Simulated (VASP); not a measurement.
# BiBrO (P4/nmm) in VASP: a series of runs, part 2 of 2

VASP 6.6.1.

## (5) Single point, LDA

This run uses another cell than the first one, of 20.81 Å³/atom.

Contents of INCAR:

```
PREC = Accurate
ENCUT = 520
EDIFF = 1E-6
ISMEAR = 0
SIGMA = 0.05
LREAL = F
LASPH = T
NELM = 60
ALGO = Normal
ISIF = 2
LWAVE = F
LCHARG = F
NBANDS = 37
```

Contents of KPOINTS:

```
regular mesh
0
Gamma
  8 8 4
```

Contents of POSCAR:

```
BiBrO
1.0
    3.8826151614      0.0000000000      0.0000000000
    0.0000000000      3.8826151614      0.0000000000
    0.0000000000      0.0000000000      8.2811000000
Bi Br O
2 2 2
Direct
    0.0000000000      0.5000000000      0.1575579020
    0.5000000000      0.0000000000      0.8424420980
    0.0000000000      0.5000000000      0.6517216503
    0.5000000000      0.0000000000      0.3482783497
    0.0000000000      0.0000000000      0.0000000000
    0.5000000000      0.5000000000      0.0000000000
```

Potentials or basis: VASP PAW LDA potentials, release 64 (Bi_d, Br, O).

The run is started by

```bash
$ cat potpaw_LDA.64/Bi_d/POTCAR potpaw_LDA.64/Br/POTCAR potpaw_LDA.64/O/POTCAR > POTCAR
$ mpirun -np 1 vasp_std > vasp.out
```

OUTCAR:

```text
PREC = Accurate
   ENCUT = 520
   EDIFF = 1E-6
   ISMEAR = 0
   LREAL = F
   LASPH = T
   NELM = 60
   ISIF = 2

 ion  position               nearest neighbor table
   1  0.000  0.500  0.158-   5 2.34   6 2.34   5 2.34   6 2.34   4 3.17   4 3.17   4 3.17   4 3.17
                             2 3.79   2 3.79   2 3.79   2 3.79
   2  0.500  0.000  0.842-   5 2.34   6 2.34   6 2.34   5 2.34   3 3.17   3 3.17   3 3.17   3 3.17
                             1 3.79   1 3.79   1 3.79   1 3.79
   3  0.000  0.500  0.652-   2 3.17   2 3.17   2 3.17   2 3.17
   4  0.500  0.000  0.348-   1 3.17   1 3.17   1 3.17   1 3.17
   5  0.000  0.000  0.000-   1 2.34   2 2.34   1 2.34   2 2.34
   6  0.500  0.500  0.000-   1 2.34   2 2.34   2 2.34   1 2.34

  LATTYP: Found a simple tetragonal cell.
 ALAT       =     3.8826151614
 C/A-ratio  =     2.1328665489

  Lattice vectors:

 A1 = (   3.8826151614,   0.0000000000,   0.0000000000)
 A2 = (   0.0000000000,   3.8826151614,   0.0000000000)
 A3 = (   0.0000000000,   0.0000000000,   8.2811000000)

Analysis of symmetry for initial positions (statically):
=====================================================================
 Subroutine PRICEL returns:
 Original cell was already a primitive cell.

 Routine SETGRP: Setting up the symmetry group for a
 simple tetragonal supercell.

 Subroutine GETGRP returns: Found 16 space group operations
 (whereof  8 operations were pure point group operations)
 out of a pool of 16 trial point group operations.

The static configuration has the point symmetry D_2d.
 The point group associated with its full space group is D_4h.

Analysis of symmetry for dynamics (positions and initial velocities):
=====================================================================
 Subroutine PRICEL returns:
 Original cell was already a primitive cell.

 Routine SETGRP: Setting up the symmetry group for a
 simple tetragonal supercell.

[... 135 lines left out ...]
  Fermi-wavevector in a.u.,A,eV,Ry     =   1.253214  2.368231 21.368569  1.570546
  Thomas-Fermi vector in A             =   2.387078
   LORBIT       =      0    0 simple, 1 ext, 2 COOP (PROOUT), +10 PAW based schemes
   GGA     = CA    functional components
   LHFCALC =     F    Hartree Fock is set to
   AEXX    =    0.0000 exact exchange contribution
   IVDW    =     0    specifies the selected vdW correction
   LEPSILON=     F    determine dielectric tensor
   LRPA    =     F    only Hartree local field effects (RPA)
 non-spin polarized calculation
 Gauss-broadening in eV      SIGMA  =   0.05
  energy-cutoff  :      520.00
  volume of cell :      124.84
 maximum number of plane-waves:      3384
 NGX is ok and might be reduce to    30
   NGX = 15   NGY = 15   NGZ = 31

 number of electron      55.9999993 magnetization

 Free energy of the ion-electron system (eV)
  ---------------------------------------------------
  ext. energy  EPLUGINS =         0.00000000
  ---------------------------------------------------
  free energy    TOTEN  =       -31.85346643 eV

  energy without entropy =      -31.85346643  energy(sigma->0) =      -31.85346643

 E-fermi :   4.3303     XC(G=0): -10.4034

 val. band max:        4.0712057473   @ k =   0.3750   0.0000   0.5000
 cond. band min:       6.2562851335   @ k =   0.0000   0.0000   0.5000
 fundamental gap:      2.1850793862
 Fermi energy:         4.3303204663

 k-point     1 :       0.0000    0.0000    0.0000
  band No.  band energies     occupation
      1     -18.0787      2.00000
      2     -17.9168      2.00000
      3     -17.9043      2.00000
      4     -17.9043      2.00000
      5     -17.8947      2.00000
      6     -17.8668      2.00000
[... 949 lines left out ...]
     36      12.8863      0.00000
     37      13.1594      0.00000

 [... further k-points ...]

------------------------ aborting loop because EDIFF is reached ----------------------------------------

  FORCE on cell =-STRESS in cart. coord.  units (eV):
  Direction    XX          YY          ZZ          XY          YZ          ZX
  --------------------------------------------------------------------------------------
  -------------------------------------------------------------------------------------
  Total       -2.1698092     -2.1698092     -3.7319740      0.0000000      0.0000000      0.0000000
  in kB      -27.8480890    -27.8480890    -47.8974580      0.0000000      0.0000000      0.0000000
  external PRESSURE =     -34.5312120 kB  Pullay stress =       0.0000000 kB

 VOLUME and BASIS-vectors are now :
 -----------------------------------------------------------------------------
  energy-cutoff  :      520.00
  volume of cell :      124.84
      direct lattice vectors                 reciprocal lattice vectors
     3.882615161  0.000000000  0.000000000     0.257558362  0.000000000  0.000000000
     0.000000000  3.882615161  0.000000000     0.000000000  0.257558362  0.000000000
     0.000000000  0.000000000  8.281100000     0.000000000  0.000000000  0.120756904

 POSITION                                       TOTAL-FORCE (eV/Angst)
 -----------------------------------------------------------------------------------
      0.00000      1.94131      1.30475        -0.000000      0.000000     -0.760181
      1.94131      0.00000      6.97635         0.000000     -0.000000      0.760181
      0.00000      1.94131      5.39697         0.000000     -0.000000      0.224684
      1.94131      0.00000      2.88413        -0.000000     -0.000000     -0.224684
      0.00000      0.00000      0.00000        -0.000000     -0.000000      0.000000
      1.94131      1.94131      0.00000        -0.000000      0.000000      0.000000
 -----------------------------------------------------------------------------------
    total drift:                                0.000000      0.000000     -0.000000

  FREE ENERGIE OF THE ION-ELECTRON SYSTEM (eV)
  ---------------------------------------------------
  free  energy   TOTEN  =       -31.8534664251 eV

  energy  without entropy=      -31.8534664251  energy(sigma->0) =      -31.85346643
```

stdout:

```text
POSCAR found type information on POSCAR BiBrO
 POSCAR found :  3 types and       6 ions
 scaLAPACK will be used
 LDA part: xc-table for (Slater(with rela. corr.)+CA(PZ))
 , standard interpolation
 POSCAR, INCAR and KPOINTS ok, starting setup
 FFT: planning ... GRIDC
 FFT: planning ... GRID_SOFT
 FFT: planning ... GRID
 WAVECAR not read
 entering main loop
```

Wall time 84 s (1 thread of Intel Xeon 6975P-C (Granite Rapids), shared host); peak memory 0.3 GiB.

Results:

| Property | Result |
| --- | --- |
| Free energy | -31.8535 eV |
| Pressure | -3.5 GPa |
| Largest force | 0.760 eV/Å |
| Band gap on the k mesh | 2.19 eV (least direct gap 2.43 eV) |

Forces in eV/Å, atoms in the order of the input:
```
Bi   0.000  0.000 -0.760
Bi   0.000  0.000  0.760
Br   0.000  0.000  0.225
Br   0.000  0.000 -0.225
O    0.000  0.000  0.000
O    0.000  0.000  0.000
```

Levels at points of the mesh, in eV from the valence-band top:
| k point | band 24 | band 25 | band 26 | band 27 | band 28 | band 29 | band 30 | band 31 | band 32 | band 33 |
| --- | --- | --- | --- | --- | --- | --- | --- | --- | --- | --- |
| (0.00, 0.00, 0.00) | -1.12 | -1.12 | -0.82 | -0.82 | -0.62 | 2.33 | 3.19 | 4.71 | 4.71 | 6.32 |
| (0.50, 0.00, 0.00) | -1.20 | -0.60 | -0.60 | -0.17 | -0.17 | 4.07 | 4.07 | 4.69 | 4.69 | 5.39 |
| (0.50, 0.50, 0.00) | -1.30 | -0.93 | -0.93 | -0.78 | -0.78 | 3.03 | 3.03 | 4.79 | 4.79 | 5.98 |
| (0.00, 0.00, 0.50) | -1.19 | -1.13 | -0.58 | -0.58 | -0.25 | 2.19 | 2.52 | 4.52 | 4.52 | 6.42 |
| (0.50, 0.00, 0.50) | -0.98 | -0.61 | -0.61 | -0.20 | -0.20 | 3.92 | 3.92 | 4.73 | 4.73 | 5.30 |
| (0.50, 0.50, 0.50) | -2.04 | -1.24 | -1.24 | -0.78 | -0.78 | 3.73 | 3.73 | 5.10 | 5.10 | 5.32 |

Caveat: the cell stands under tension; spin-orbit coupling is left out, which moves the levels of the heavy elements.

## (6) Summary

```tsv
cell	gap on the mesh (eV)	pressure (GPa)	largest force (eV/Å)
a = 3.818, b = 3.818, c = 8.150 Å, 6 atoms	2.20	1.1	0.22
a = 3.947, b = 3.947, c = 8.018 Å, 6 atoms	2.02	-4.1	0.47
a = 4.012, b = 4.012, c = 7.755 Å, 6 atoms	1.85	-4.7	0.24
a = 3.883, b = 3.883, c = 8.281 Å, 6 atoms	2.19	-3.5	0.76
```

Alike in all rows: task single point; level LDA; potentials or basis VASP PAW LDA potentials, release 64 (Bi_d, Br, O); no spin polarisation; k mesh 8 × 8 × 4; cutoff (eV) 520; smearing gaussian 0.05 eV.

Caveats: spin-orbit coupling is left out, which moves the levels of the heavy elements; the cell stands under tension (at least some runs).

Total energies depend on the potentials used, so only differences within one code and one set of settings carry meaning.
